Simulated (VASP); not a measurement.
Input of a VASP 6.6.1 run:

The input INCAR:

```
ALGO = Normal ; EDIFF = 1E-6
ENCUT = 520 ; GGA = PE
ISIF = 2 ; ISMEAR = 0
LASPH = T ; LCHARG = F
LREAL = F ; LWAVE = F
NBANDS = 17 ; NELM = 60
PREC = Accurate ; SIGMA = 0.025
```

The input KPOINTS:

```
k-points
0
Gamma
  7 7 7
```

The input POSCAR:

```
TePb
1.0
    0.0000000000      3.2310000000      3.2310000000
    3.2310000000      0.0000000000      3.2310000000
    3.2310000000      3.2310000000      0.0000000000
Pb Te
1 1
Direct
    0.0000000000      0.0000000000      0.0000000000
    0.5000000000      0.5000000000      0.5000000000
```

Potentials or basis: VASP PAW PBE potentials, release 64 (Pb_d, Te).

Launch:

```bash
$ cat potpaw_PBE.64/Pb_d/POTCAR potpaw_PBE.64/Te/POTCAR > POTCAR
$ mpirun -np 1 vasp_std > vasp.out
```

Predict the pressure.

2.1 GPa.
